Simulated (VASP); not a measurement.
Ba: single point with PBE

Ba:

```xyz
2
Lattice="0.0000 3.9575 3.9575 3.9575 0.0000 3.9575 3.9575 3.9575 0.0000" Properties=species:S:1:pos:R:3 pbc="T T T"
Ba    0.9894    0.9894    0.9894
Ba    6.9256    6.9256    6.9256
```

This isn't the form of Ba at room conditions, which is bcc.

| Item | Value |
| --- | --- |
| Program | VASP 6.6.1 |
| Task | single point |
| Functional | PBE |
| Potentials or basis | VASP PAW PBE potentials, release 64 (Ba_sv) |
| Cutoff | 520 eV |
| k mesh | 8 × 8 × 8 |
| Occupations | fermi-dirac, width 0.1 eV |
| Spin | no spin polarisation |

```json
{
 "Pressure": "-0.1 GPa",
 "Band gap on the k mesh": "zero (bands 10 and 11 overlap by 0.14 eV)"
}
```

Levels at points of the mesh, in eV from the Fermi level:
| k point | band 7 | band 8 | band 9 | band 10 | band 11 | band 12 | band 13 | band 14 |
| --- | --- | --- | --- | --- | --- | --- | --- | --- |
| (0.00, 0.00, 0.00) | -13.99 | -13.99 | -2.16 | 0.18 | 0.18 | 1.12 | 1.12 | 1.12 |
| (0.50, 0.00, 0.00) | -13.84 | -13.84 | -0.43 | -0.19 | 0.23 | 0.23 | 0.92 | 0.92 |
| (0.50, 0.50, 0.00) | -13.69 | -13.69 | -0.64 | -0.64 | 0.96 | 0.96 | 1.24 | 1.24 |

Wall time 2 min on 1 thread of Intel Xeon 8259CL, on a shared host, peak memory 0.24 GiB.

Caveat: spin-orbit coupling is left out, which moves the levels of the heavy elements.
